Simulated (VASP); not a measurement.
The system is KC.

```
CELL_PARAMETERS angstrom
4.25089 0.00000 0.00000
-2.12545 3.68138 0.00000
0.00000 0.00000 9.70040
ATOMIC_POSITIONS crystal
K 0.00000 0.00000 0.00000
K 0.00000 0.00000 0.50000
C 0.00000 0.00000 0.78125
C 0.00000 0.00000 0.21875
```

The cell was built from a structure type or drawn by symmetry, and may not be a known phase.

| Property | Result |
| --- | --- |
| Program | VASP 6.6.1 |
| Task | relaxation of cell and atoms |
| Functional | PBE |
| Potentials or basis | VASP PAW PBE potentials, release 64 (K_sv, C) |
| Cutoff | 600 eV |
| k mesh | 6 × 6 × 2 |
| Occupations | gaussian, width 0.1 eV |
| Spin | no spin polarisation |

At the start: pressure 1.9 GPa; volume 37.95 Å³/atom.

Task: How do energy, volume and symmetry change on relaxing?

Result: Over 21 steps the energy falls by 353.0 meV/atom and the volume is 24.26 Å³/atom (-36.1 %); space group P6/mmm (No. 191, to 0.1 Å) before and after.

Step by step:
| step | energy change (eV) | largest force (eV/Å) | pressure (GPa) | volume (Å³) |
| --- | --- | --- | --- | --- |
| 1 | 0.0000 | 2.0501 | 1.85 | 151.80 |
| 2 | -0.6985 | 0.9510 | -0.50 | 161.09 |
| 3 | -0.7863 | 0.6306 | -1.33 | 164.89 |
| 4 | -0.7882 | 0.5866 | -1.42 | 165.37 |
| 5 | -0.9044 | 0.4611 | -1.37 | 157.03 |
| 6 | -1.1452 | 0.0417 | -0.66 | 133.67 |
| 7 | -0.6732 | 1.7302 | 4.43 | 94.02 |
| 8 | -1.1788 | 0.0325 | -0.25 | 127.09 |
| 9 | -1.1898 | 0.2182 | 0.32 | 120.23 |
| 10 | -1.2500 | 0.3676 | 0.03 | 115.79 |
| 11 | -1.2906 | 0.6037 | -0.21 | 109.51 |
| 12 | -1.2919 | 0.6513 | -0.24 | 108.34 |
| 13 | -1.3249 | 0.5143 | -0.52 | 108.16 |
| 14 | -1.3670 | 0.1804 | -1.23 | 107.59 |
| 15 | -1.3953 | 0.0796 | -0.73 | 104.50 |
| 16 | -1.4039 | 0.0204 | -0.20 | 101.85 |
| 17 | -1.4082 | 0.0483 | -0.20 | 100.56 |
| 18 | -1.4100 | 0.0823 | -0.20 | 99.01 |
| 19 | -1.4113 | 0.0683 | -0.04 | 98.04 |
| 20 | -1.4115 | 0.0579 | 0.09 | 97.34 |
| 21 | -1.4121 | 0.0289 | 0.04 | 97.04 |

Final structure:
```yaml
crystal:
  lattice:
    - [3.27568, 0.00000, 0.00000]
    - [-1.63784, 2.83682, 0.00000]
    - [0.00000, 0.00000, 10.44330]
  atoms:
    - { symbol: K, position: [0.00000, 0.00000, 0.00000] }
    - { symbol: K, position: [0.00000, 0.00000, 0.50000] }
    - { symbol: C, position: [0.00000, 0.00000, 0.75062] }
    - { symbol: C, position: [0.00000, 0.00000, 0.24938] }
```

Caveat: the volume moved by over 15 % at a fixed basis, so the end points are rough.
